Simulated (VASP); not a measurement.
# Ge (Fd-3m) in VASP: notebook, part 2 of 2

VASP 6.6.1.

## 4. Single point, PBE

This run uses another cell than the first one, of 23.55 Å³/atom.

Contents of INCAR:

```
  PREC = Accurate
  ENCUT = 500
  EDIFF = 1E-6
  ISMEAR = -1
  SIGMA = 0.02
  LREAL = False
  LASPH = True
  NELM = 120
  ALGO = Normal
  ISIF = 2
  LWAVE = False
  LCHARG = True
  GGA = PE
  LELF = True
  LVHAR = True
  NBANDS = 21
  GGA_COMPAT = False
```

Contents of KPOINTS:

```
regular mesh
0
Gamma
  8 8 8
```

Contents of POSCAR:

```
Ge
1.0
    0.0000000000      2.8662055851      2.8662055851
    2.8662055851      0.0000000000      2.8662055851
    2.8662055851      2.8662055851      0.0000000000
Ge
2
Direct
    0.0000000000      0.0000000000      0.0000000000
    0.2500000000      0.2500000000      0.2500000000
```

Potentials or basis: VASP PAW PBE potentials, release 64 (Ge_d).

Launch:

```console
$ cat potpaw_PBE.64/Ge_d/POTCAR > POTCAR
$ mpirun -np 1 vasp_std > vasp.out
```

OUTCAR:

```text
PREC = Accurate
   ENCUT = 500
   EDIFF = 1E-6
   ISMEAR = -1
   LREAL = False
   LASPH = True
   NELM = 120
   ISIF = 2
   GGA = PE

 ion  position               nearest neighbor table
   1  0.000  0.000  0.000-   2 2.48   2 2.48   2 2.48   2 2.48
   2  0.250  0.250  0.250-   1 2.48   1 2.48   1 2.48   1 2.48

  LATTYP: Found a face centered cubic cell.
 ALAT       =     5.7324111702

  Lattice vectors:

 A1 = (   0.0000000000,   2.8662055851,   2.8662055851)
 A2 = (   2.8662055851,   0.0000000000,   2.8662055851)
 A3 = (   2.8662055851,   2.8662055851,   0.0000000000)

Analysis of symmetry for initial positions (statically):
=====================================================================
 Subroutine PRICEL returns:
 Original cell was already a primitive cell.

 Routine SETGRP: Setting up the symmetry group for a
 face centered cubic supercell.

 Subroutine GETGRP returns: Found 48 space group operations
 (whereof 24 operations were pure point group operations)
 out of a pool of 48 trial point group operations.

The static configuration has the point symmetry T_d .
 The point group associated with its full space group is O_h .

Analysis of symmetry for dynamics (positions and initial velocities):
=====================================================================
 Subroutine PRICEL returns:
 Original cell was already a primitive cell.

 Routine SETGRP: Setting up the symmetry group for a
 face centered cubic supercell.

 Subroutine GETGRP returns: Found 48 space group operations
 (whereof 24 operations were pure point group operations)
 out of a pool of 48 trial point group operations.

The dynamic configuration has the point symmetry T_d .
 The point group associated with its full space group is O_h .

[... 109 lines left out ...]
   NELECT =      28.0000    total number of electrons
   NUPDOWN=      -1.0000    fix difference up-down
   EMIN   =  10.00;   EMAX   =-10.00  energy-range for DOS
   EFERMI =   0.00;   METHOD = LEGACY
   ISMEAR =    -1;   SIGMA  =   0.02  broadening in eV -4-tet -1-fermi 0-gaus
   EFERMI_NEDOS =   21; number of points for ismear=-14 and -15
   IALGO  =     38    algorithm
   IMIX   =      4    mixing-type and parameters
     AMIX     =   0.40;   BMIX     =  1.00
     AMIX_MAG =   1.60;   BMIX_MAG =  1.00
  volume/ion in A,a.u.               =      23.55       158.90
  Fermi-wavevector in a.u.,A,eV,Ry     =   1.376608  2.601411 25.783701  1.895049
  Thomas-Fermi vector in A             =   2.501837
   LORBIT       =      0    0 simple, 1 ext, 2 COOP (PROOUT), +10 PAW based schemes
   GGA     = PE    functional components
   LHFCALC =     F    Hartree Fock is set to
   AEXX    =    0.0000 exact exchange contribution
   IVDW    =     0    specifies the selected vdW correction
   LEPSILON=     F    determine dielectric tensor
   LRPA    =     F    only Hartree local field effects (RPA)
 non-spin polarized calculation
  energy-cutoff  :      500.00
  volume of cell :       47.09
 maximum number of plane-waves:      1243
 NGX is ok and might be reduce to    30
   NGX = 15   NGY = 15   NGZ = 15

 number of electron      27.9999990 magnetization

 Free energy of the ion-electron system (eV)
  ---------------------------------------------------
  ext. energy  EPLUGINS =         0.00000000
  ---------------------------------------------------
  free energy    TOTEN  =        -9.02377077 eV

  energy without entropy =       -9.02355124  energy(sigma->0) =       -9.02366101

 E-fermi :   4.6276     XC(G=0):  -9.7376

 val. band max:        4.6194143294   @ k =   0.0000   0.0000   0.0000
 cond. band min:       4.6868293857   @ k =   0.5000   0.0000   0.0000
 fundamental gap:      0.0674150564
 Fermi energy:         4.6275934022

 k-point     1 :       0.0000    0.0000    0.0000
  band No.  band energies     occupation
      1     -20.1435      2.00000
      2     -20.1435      2.00000
      3     -20.1435      2.00000
      4     -20.1104      2.00000
      5     -20.1104      2.00000
      6     -19.9201      2.00000
[... 565 lines left out ...]
     20      15.4546      0.00000
     21      15.8586      0.00000

 [... further k-points ...]

------------------------ aborting loop because EDIFF is reached ----------------------------------------

  FORCE on cell =-STRESS in cart. coord.  units (eV):
  Direction    XX          YY          ZZ          XY          YZ          ZX
  --------------------------------------------------------------------------------------
  -------------------------------------------------------------------------------------
  Total        0.2278963      0.2278963      0.2278963     -0.0000000     -0.0000000     -0.0000000
  in kB        7.7534664      7.7534664      7.7534664     -0.0000000     -0.0000000     -0.0000000
  external PRESSURE =       7.7534664 kB  Pullay stress =       0.0000000 kB

 VOLUME and BASIS-vectors are now :
 -----------------------------------------------------------------------------
  energy-cutoff  :      500.00
  volume of cell :       47.09
      direct lattice vectors                 reciprocal lattice vectors
     0.000000000  2.866205585  2.866205585    -0.174446663  0.174446663  0.174446663
     2.866205585  0.000000000  2.866205585     0.174446663 -0.174446663  0.174446663
     2.866205585  2.866205585  0.000000000     0.174446663  0.174446663 -0.174446663

 POSITION                                       TOTAL-FORCE (eV/Angst)
 -----------------------------------------------------------------------------------
      0.00000      0.00000      0.00000        -0.000000      0.000000     -0.000000
      1.43310      1.43310      1.43310         0.000000     -0.000000      0.000000
 -----------------------------------------------------------------------------------
    total drift:                                0.000000     -0.000000      0.000000

  FREE ENERGIE OF THE ION-ELECTRON SYSTEM (eV)
  ---------------------------------------------------
  free  energy   TOTEN  =        -9.0237707749 eV

  energy  without entropy=       -9.0235512416  energy(sigma->0) =       -9.02366101
```

It took 54 s on 1 thread of Intel Xeon 8259CL, shared host; peak memory 0.17 GiB.

What came out:

```yaml
Free_energy: -9.0238 eV
Pressure: 0.8 GPa
Band_gap_on_the_k_mesh: zero (filled and empty bands touch)
```

Caveat: semilocal functionals underestimate gaps, so a narrow gap can read as zero.

## 5. Single point, PBE

Contents of INCAR:

```
ALGO     = Normal         # electronic algorithm
EDIFF    = 1E-6           # SCF threshold, eV
ENCUT    = 500            # plane-wave cutoff, eV
GGA      = PE             # functional
GGA_COMPAT= False        
ISIF     = 2              # what is computed and relaxed
ISMEAR   = -1             # smearing method
LASPH    = True           # aspherical terms in the spheres
LCHARG   = False          # write CHGCAR
LREAL    = False          # projectors in reciprocal space
LWAVE    = False          # write WAVECAR
NBANDS   = 21             # bands
NELM     = 120            # most SCF steps
PREC     = Accurate       # precision mode
SIGMA    = 0.02           # smearing width, eV
```

Contents of KPOINTS:

```
k-points
0
Gamma
  8 8 8
```

Contents of POSCAR:

```
Ge
1.0
    0.0000000000      2.8806816164      2.8806816164
    2.8806816164      0.0000000000      2.8806816164
    2.8806816164      2.8806816164      0.0000000000
Ge
2
Direct
    0.0000000000      0.0000000000      0.0000000000
    0.2500000000      0.2500000000      0.2500000000
```

Potentials or basis: VASP PAW PBE potentials, release 64 (Ge_d).

Launch:

```console
$ cat potpaw_PBE.64/Ge_d/POTCAR > POTCAR
$ mpirun -np 1 vasp_std > vasp.out
```

OUTCAR:

```text
EDIFF = 1E-6
   ENCUT = 500
   GGA = PE
   ISIF = 2
   ISMEAR = -1
   LASPH = True
   LREAL = False
   NELM = 120
   PREC = Accurate

 ion  position               nearest neighbor table
   1  0.000  0.000  0.000-   2 2.49   2 2.49   2 2.49   2 2.49
   2  0.250  0.250  0.250-   1 2.49   1 2.49   1 2.49   1 2.49

  LATTYP: Found a face centered cubic cell.
 ALAT       =     5.7613632328

  Lattice vectors:

 A1 = (   0.0000000000,   2.8806816164,   2.8806816164)
 A2 = (   2.8806816164,   0.0000000000,   2.8806816164)
 A3 = (   2.8806816164,   2.8806816164,   0.0000000000)

Analysis of symmetry for initial positions (statically):
=====================================================================
 Subroutine PRICEL returns:
 Original cell was already a primitive cell.

 Routine SETGRP: Setting up the symmetry group for a
 face centered cubic supercell.

 Subroutine GETGRP returns: Found 48 space group operations
 (whereof 24 operations were pure point group operations)
 out of a pool of 48 trial point group operations.

The static configuration has the point symmetry T_d .
 The point group associated with its full space group is O_h .

Analysis of symmetry for dynamics (positions and initial velocities):
=====================================================================
 Subroutine PRICEL returns:
 Original cell was already a primitive cell.

 Routine SETGRP: Setting up the symmetry group for a
 face centered cubic supercell.

 Subroutine GETGRP returns: Found 48 space group operations
 (whereof 24 operations were pure point group operations)
 out of a pool of 48 trial point group operations.

The dynamic configuration has the point symmetry T_d .
 The point group associated with its full space group is O_h .

[... 110 lines left out ...]
   NUPDOWN=      -1.0000    fix difference up-down
   EMIN   =  10.00;   EMAX   =-10.00  energy-range for DOS
   EFERMI =   0.00;   METHOD = LEGACY
   ISMEAR =    -1;   SIGMA  =   0.02  broadening in eV -4-tet -1-fermi 0-gaus
   EFERMI_NEDOS =   21; number of points for ismear=-14 and -15
   IALGO  =     38    algorithm
   IMIX   =      4    mixing-type and parameters
     AMIX     =   0.40;   BMIX     =  1.00
     AMIX_MAG =   1.60;   BMIX_MAG =  1.00
  volume/ion in A,a.u.               =      23.90       161.32
  Fermi-wavevector in a.u.,A,eV,Ry     =   1.369690  2.588339 25.525215  1.876050
  Thomas-Fermi vector in A             =   2.495543
   LORBIT       =      0    0 simple, 1 ext, 2 COOP (PROOUT), +10 PAW based schemes
   GGA     = PE    functional components
   LHFCALC =     F    Hartree Fock is set to
   AEXX    =    0.0000 exact exchange contribution
   IVDW    =     0    specifies the selected vdW correction
   LEPSILON=     F    determine dielectric tensor
   LRPA    =     F    only Hartree local field effects (RPA)
 non-spin polarized calculation
  energy-cutoff  :      500.00
  volume of cell :       47.81
 maximum number of plane-waves:      1243
 NGX is ok and might be reduce to    30
   NGX = 15   NGY = 15   NGZ = 15

 number of electron      27.9999979 magnetization

 Free energy of the ion-electron system (eV)
  ---------------------------------------------------
  ext. energy  EPLUGINS =         0.00000000
  ---------------------------------------------------
  free energy    TOTEN  =        -9.02577524 eV

  energy without entropy =       -9.02546556  energy(sigma->0) =       -9.02562040

 E-fermi :   4.4728     XC(G=0):  -9.6674

 val. band max:        4.1677229141   @ k =   0.1250   0.0000   0.0000
 cond. band min:       4.4789067709   @ k =   0.0000   0.0000   0.0000
 fundamental gap:      0.3111838567
 Fermi energy:         4.4728353400

 k-point     1 :       0.0000    0.0000    0.0000
  band No.  band energies     occupation
      1     -20.2665      2.00000
      2     -20.2665      2.00000
      3     -20.2665      2.00000
      4     -20.2344      2.00000
      5     -20.2344      2.00000
      6     -20.0514      2.00000
[... 565 lines left out ...]
     20      15.2633      0.00000
     21      15.6293      0.00000

 [... further k-points ...]

------------------------ aborting loop because EDIFF is reached ----------------------------------------

  FORCE on cell =-STRESS in cart. coord.  units (eV):
  Direction    XX          YY          ZZ          XY          YZ          ZX
  --------------------------------------------------------------------------------------
  -------------------------------------------------------------------------------------
  Total       -0.0359907     -0.0359907     -0.0359907     -0.0000000      0.0000000      0.0000000
  in kB       -1.2061049     -1.2061049     -1.2061049     -0.0000000      0.0000000      0.0000000
  external PRESSURE =      -1.2061049 kB  Pullay stress =       0.0000000 kB

 VOLUME and BASIS-vectors are now :
 -----------------------------------------------------------------------------
  energy-cutoff  :      500.00
  volume of cell :       47.81
      direct lattice vectors                 reciprocal lattice vectors
     0.000000000  2.880681616  2.880681616    -0.173570032  0.173570032  0.173570032
     2.880681616  0.000000000  2.880681616     0.173570032 -0.173570032  0.173570032
     2.880681616  2.880681616  0.000000000     0.173570032  0.173570032 -0.173570032

 POSITION                                       TOTAL-FORCE (eV/Angst)
 -----------------------------------------------------------------------------------
      0.00000      0.00000      0.00000         0.000000     -0.000000     -0.000000
      1.44034      1.44034      1.44034        -0.000000      0.000000      0.000000
 -----------------------------------------------------------------------------------
    total drift:                                0.000000      0.000000      0.000000

  FREE ENERGIE OF THE ION-ELECTRON SYSTEM (eV)
  ---------------------------------------------------
  free  energy   TOTEN  =        -9.0257752448 eV

  energy  without entropy=       -9.0254655609  energy(sigma->0) =       -9.02562040
```

OSZICAR:

```text
N       E                     dE             d eps       ncg     rms          rms(c)
DAV:   1     0.187831262558E+03    0.18783E+03   -0.14131E+04  1365   0.350E+03
DAV:   2     0.185920354504E+02   -0.16924E+03   -0.16406E+03  1223   0.623E+02
DAV:   3    -0.819338283650E+01   -0.26785E+02   -0.26631E+02  1398   0.142E+02
DAV:   4    -0.908281230908E+01   -0.88943E+00   -0.88901E+00  1388   0.306E+01
DAV:   5    -0.909758001701E+01   -0.14768E-01   -0.14767E-01  1381   0.431E+00    0.297E+00
DAV:   6    -0.904950925112E+01    0.48071E-01   -0.19127E-02  1478   0.147E+00    0.177E+00
DAV:   7    -0.902393513292E+01    0.25574E-01   -0.41777E-02  1328   0.193E+00    0.145E-01
DAV:   8    -0.902557332400E+01   -0.16382E-02   -0.57406E-03  1363   0.983E-01    0.422E-02
DAV:   9    -0.902574433703E+01   -0.17101E-03   -0.25672E-04  1389   0.227E-01    0.159E-02
DAV:  10    -0.902577310795E+01   -0.28771E-04   -0.51030E-05  1542   0.670E-02    0.590E-03
DAV:  11    -0.902577526736E+01   -0.21594E-05   -0.68837E-06  1504   0.430E-02    0.172E-03
DAV:  12    -0.902577524477E+01    0.22587E-07   -0.34348E-07   839   0.119E-02
   1 F= -.90257752E+01 E0= -.90256204E+01  d E =-.309684E-03
```

Wall time 52 s (1 thread of Intel Xeon 8259CL, shared host); peak memory 0.17 GiB.

What came out:

```
Free energy            : -9.0258 eV
Pressure               : -0.1 GPa
Band gap on the k mesh : zero (filled and empty bands touch)
```

Levels at points of the mesh, in eV from the Fermi level:
| k point | band 12 | band 13 | band 14 | band 15 | band 16 | band 17 |
| --- | --- | --- | --- | --- | --- | --- |
| (0.00, 0.00, 0.00) | -0.45 | 0.01 | 0.01 | 0.01 | 2.53 | 2.53 |
| (0.50, 0.00, 0.00) | -7.35 | -1.32 | -1.32 | 0.03 | 3.72 | 3.72 |
| (0.50, 0.50, 0.00) | -8.68 | -2.88 | -2.88 | 0.82 | 0.82 | 9.08 |

Caveat: semilocal functionals underestimate gaps, so a narrow gap can read as zero.

## 6. The runs side by side

| cell | k mesh | gap on the mesh (eV) | pressure (GPa) |
| --- | --- | --- | --- |
| a = 4.074 Å, angles 60.0°, 2 atoms | 7 × 7 × 7 | none | -0.1 |
| a = 4.094 Å, angles 60.0°, 2 atoms | 7 × 7 × 7 | none | -0.9 |
| a = 4.053 Å, angles 60.0°, 2 atoms | 8 × 8 × 8 | none | 0.8 |
| a = 4.074 Å, angles 60.0°, 2 atoms | 8 × 8 × 8 | none | -0.1 |

Alike in all rows: task single point; level PBE; potentials or basis VASP PAW PBE potentials, release 64 (Ge_d); no spin polarisation; cutoff (eV) 500; smearing fermi-dirac 0.02 eV.

Caveats: semilocal functionals underestimate gaps, so a narrow gap can read as zero.

Total energies depend on the potentials used, so only differences within one code and one set of settings carry meaning.

## 7. Against experiment

Step 2. A measured gap of Ge is 0.744 eV (indirect; 0 K; “Temperature-dependent photoluminescence in Ge: experiment and theory”, 2020, arxiv:2003.00143); the calculated 0.00 eV misses it by -0.74 eV. 3 values of this kind are on record (0.666 to 0.807 eV); this one was drawn at random among those near their median. Spin-orbit coupling on Ge is left out. The value is that of PBE on a finite k mesh, which can miss the band edges, without temperature or zero-point motion. Semilocal functionals fall short of measured gaps as a rule.

Step 3. A measured gap of Ge is 0.744 eV (indirect; 0 K; “Temperature-dependent photoluminescence in Ge: experiment and theory”, 2020, arxiv:2003.00143); the calculated 0.00 eV misses it by -0.74 eV. 3 values of this kind are on record (0.666 to 0.807 eV); this one was drawn at random among those near their median. Spin-orbit coupling on Ge is left out. The value is that of PBE on a finite k mesh, which can miss the band edges, without temperature or zero-point motion. Semilocal functionals fall short of measured gaps as a rule.

Step 4. Measured gap of Ge: 0.744 eV (indirect; 0 K; “Temperature-dependent photoluminescence in Ge: experiment and theory”, 2020, arxiv:2003.00143). This calculation gives 0.00 eV (-0.74 eV). 3 values of this kind are on record (0.666 to 0.807 eV); this one was drawn at random among those near their median. Spin-orbit coupling on Ge is left out. The value is that of PBE on a finite k mesh, which can miss the band edges, without temperature or zero-point motion. Semilocal functionals fall short of measured gaps as a rule.

Step 5. Measured gap of Ge: 0.666 eV (indirect; 293 K; “Electronic and optical properties of SixGe1-x-ySny alloys lattice-matched to Ge”, 2021, arxiv:2109.02782). This calculation gives 0.00 eV (-0.67 eV). 3 values of this kind are on record (0.666 to 0.807 eV); this one was drawn at random among those near their median. Spin-orbit coupling on Ge is left out. The value is that of PBE on a finite k mesh, which can miss the band edges, without temperature or zero-point motion. Semilocal functionals fall short of measured gaps as a rule.
